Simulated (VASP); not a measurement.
Wanted: the native input for a VASP 6.6.1 run.

* Task: single point
* Functional: r2SCAN
* Potentials or basis: VASP PAW PBE potentials, release 64 (Ga_d, As)
* Cutoff: 520 eV
* k mesh: 8 × 8 × 8
* Occupations: gaussian, width 0.02 eV
* Spin: no spin polarisation
* Dipole correction: no
* Further INCAR settings: ALGO = Normal; EDIFF = 1e-06; NBANDS = 16

The system is GaAs (dscan).

```
Ga As
1.0
     0.00000    2.83278    2.83278
     2.83278    0.00000    2.83278
     2.83278    2.83278    0.00000
Ga As
1 1
Direct
  0.00000 0.00000 0.00000
  0.75000 0.75000 0.75000
```

One way to write it, as run:

POSCAR

```
GaAs
1.0
    0.0000000000      2.8327793772      2.8327793772
    2.8327793772      0.0000000000      2.8327793772
    2.8327793772      2.8327793772      0.0000000000
Ga As
1 1
Direct
    0.0000000000      0.0000000000      0.0000000000
    0.7500000000      0.7500000000      0.7500000000
```

INCAR.step1

```
SYSTEM = GaAs
ALGO = Normal
EDIFF = 1E-4
ENCUT = 520
GGA = PE
ISMEAR = 0
LASPH = .True.
LCHARG = .False.
LREAL = .False.
LWAVE = .True.
NBANDS = 16
NELM = 60
PREC = Accurate
SIGMA = 0.02
```

INCAR.step2

```
SYSTEM = GaAs
ALGO = Normal
EDIFF = 1E-6
ENCUT = 520
ISIF = 2
ISMEAR = 0
ISTART = 1
LASPH = .True.
LCHARG = .True.
LELF = .True.
LMIXTAU = .True.
LREAL = .False.
LVHAR = .True.
LWAVE = .False.
METAGGA = R2SCAN
NBANDS = 16
NELM = 60
PREC = Accurate
SIGMA = 0.02
```

KPOINTS

```
k-points
0
Gamma
  8 8 8
  0 0 0
```

Potentials or basis: VASP PAW PBE potentials, release 64 (Ga_d, As).

Launch:

```console
$ cat potpaw_PBE.64/Ga_d/POTCAR potpaw_PBE.64/As/POTCAR > POTCAR
$ cp INCAR.step1 INCAR
$ mpirun -np 1 vasp_std > vasp.out
$ cp INCAR.step2 INCAR
$ mpirun -np 1 vasp_std > vasp.out
```

It gave:

```json
{
 "Pressure": "0.2 GPa",
 "Band gap on the k mesh": "0.95 eV, direct"
}
```

Caveat: the PAW data sets were made with another functional, which shifts forces and pressure a little.

It took 42 s on 1 thread of Intel(R) Xeon(R) 6975P-C (Granite Rapids) (shared host), peak memory 0.18 GiB.
